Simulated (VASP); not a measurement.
**PbO2: single point with r2SCAN**

Crystal: PbO2.

```
Pb O
1.0
     4.98385    0.00000    0.00000
     0.00000    4.98385    0.00000
     0.00000    0.00000    3.40762
Pb O
2 4
Direct
  0.00000 0.00000 0.00000
  0.50000 0.50000 0.50000
  0.30721 0.30721 0.00000
  0.19279 0.80721 0.50000
  0.80721 0.19279 0.50000
  0.69279 0.69279 0.00000
```

* Program: VASP 6.6.1
* Task: single point
* Functional: r2SCAN
* Potentials or basis: VASP PAW PBE potentials, release 64 (Pb_d, O)
* Cutoff: 520 eV
* k mesh: 4 × 4 × 6
* Occupations: fermi-dirac, width 0.02 eV
* Spin: no spin polarisation
* Dipole correction: no
* Further INCAR settings: ALGO = Normal; EDIFF = 1e-07; NBANDS = 35

The pressure is 0.9 GPa and the largest force is 0.016 eV/Å. The band gap on the k mesh is 0.18 eV (least direct gap 0.54 eV).

Forces on the atoms (eV/Å):
```
Pb   0.000  0.000  0.000
Pb   0.000  0.000  0.000
O   -0.012 -0.012  0.000
O    0.012 -0.012  0.000
O   -0.012  0.012  0.000
O    0.012  0.012  0.000
```

Stress tensor (GPa, compression positive):
```
0.75 0.00 0.00
0.00 0.75 0.00
0.00 0.00 1.15
```

Levels at points of the mesh, in eV from the valence-band top:
```
           k point  band 24  band 25  band 26  band 27  band 28  band 29
(0.00, 0.00, 0.00)    -0.42    -0.42    -0.36     0.18     4.92     6.69
(0.50, 0.00, 0.00)    -0.45    -0.26    -0.26     3.00     3.00     7.28
(0.50, 0.50, 0.00)    -0.47    -0.40    -0.40     3.42     3.42     7.55
(0.00, 0.00, 0.50)    -1.04    -0.70    -0.70     4.41     4.41     9.81
(0.50, 0.00, 0.50)    -0.69     0.00     0.00     4.72     4.72     8.25
(0.50, 0.50, 0.50)    -0.56    -0.44    -0.44     3.46     3.46     9.20
```

It took 2.8 min on 1 thread of AMD EPYC 9R45 96-Core Processor (Zen 5) (shared host), peak memory 0.21 GiB.

Caveat: the structure was generated, so it needn't be the stable form of PbO2; the PAW data sets were made with another functional, which shifts forces and pressure a little; spin-orbit coupling is left out, which moves the levels of the heavy elements. A k mesh can miss the band edges.
